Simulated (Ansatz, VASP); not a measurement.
One calculation of B, two programs

File INCAR:

```
PREC = Accurate
ENCUT = 520
EDIFF = 1E-6
ISMEAR = 0
SIGMA = 0.1
LREAL = F
LASPH = T
NELM = 100
ALGO = Normal
ISIF = 2
LWAVE = F
LCHARG = F
GGA = PE
NBANDS = 18
```

KPOINTS

```
Automatic mesh
0
Gamma
  6 6 6
```

File POSCAR:

```
B
1.0
    2.3325412700     -2.8622178700      0.0000000000
    2.3325412700      2.8622178700      0.0000000000
    0.0000000000      0.0000000000      3.3306557400
B
6
Direct
    0.6039974100      0.3960025900      0.3101849400
    0.8960025900      0.1039974100      0.3101849400
    0.3960025900      0.6039974100      0.6898150600
    0.1039974100      0.8960025900      0.6898150600
    0.7500000000      0.7500000000      0.0000000000
    0.2500000000      0.2500000000      0.0000000000
```

Input for Ansatz:

```yaml
crystal:
  lattice:
    - [2.33254127, -2.86221787, 0.0]
    - [2.33254127, 2.86221787, 0.0]
    - [0.0, 0.0, 3.33065574]
  atoms:
    - { symbol: B, position: [0.60399741, 0.39600259, 0.31018494] }
    - { symbol: B, position: [0.89600259, 0.10399741, 0.31018494] }
    - { symbol: B, position: [0.39600259, 0.60399741, 0.68981506] }
    - { symbol: B, position: [0.10399741, 0.89600259, 0.68981506] }
    - { symbol: B, position: [0.75, 0.75, 0.0] }
    - { symbol: B, position: [0.25, 0.25, 0.0] }
basis:
  ecutwfc: 420
kpoints:
  mp_grid: { grid: [6, 6, 6] }
hamiltonian:
  xc: pbe
scf:
  occupations: { method: gaussian, width: 0.1 }
  lower_state_search: "off"
output:
  forces: true
  stress: true
  eigenvalues: true
```

Alike in both runs: task single point; functional PBE; k mesh 6 × 6 × 6; occupations gaussian, width 0.1 eV; no spin polarisation.

|  | VASP | Ansatz |
| --- | --- | --- |
| version | VASP 6.6.1 | Ansatz 0.2.0 |
| potentials or method | VASP PAW PBE potentials, release 64 (B), cutoff 520 eV | scalar-relativistic, plane waves, PAW |
| valence electrons in the cell | 18 | 18 |

```tsv
	VASP	Ansatz	Ansatz less VASP
gap on the k mesh at the Fermi level (eV)	none	none	-
rms of the force components (eV/Å)	0.570	0.569	-0.0017
```

Atom by atom the forces differ by 0.002 eV/Å (rms over components). A gap of «none» marks a metal or a gap that the smearing closes.
